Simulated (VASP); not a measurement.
A run of VASP 6.6.1 is set up as follows.

INCAR

```
PREC = Accurate
ENCUT = 520
EDIFF = 1E-6
ISMEAR = 0
SIGMA = 0.15
LREAL = F
LASPH = T
NELM = 100
ALGO = Fast
ISIF = 2
LWAVE = F
LCHARG = F
GGA = PS
NBANDS = 13
```

Contents of KPOINTS:

```
regular mesh
0
Gamma
  22 22 22
```

POSCAR

```
Sn
1.0
   -1.8536710714      1.8536710714      1.8723950216
    1.8536710714     -1.8536710714      1.8723950216
    1.8536710714      1.8536710714     -1.8723950216
Sn
1
Direct
    0.0000000000      0.0000000000      0.0000000000
```

Potentials or basis: VASP PAW PBE potentials, release 64 (Sn_d).

Command:

```bash
$ cat potpaw_PBE.64/Sn_d/POTCAR > POTCAR
$ mpirun -np 1 vasp_std > vasp.out
```

Q: Predict the band gap on the k mesh.

A: Zero (bands 7 and 8 overlap by 11.02 eV).

Q: What does it give for the pressure?

A: 0.8 GPa.

Caveat: the cell differs from its parent crystal (strain -0.0100 x Voigt [1, 1, 0, 0, 0, 0]); the PAW data sets were made with another functional, which shifts forces and pressure a little; spin-orbit coupling is left out, which moves the levels of the heavy elements.
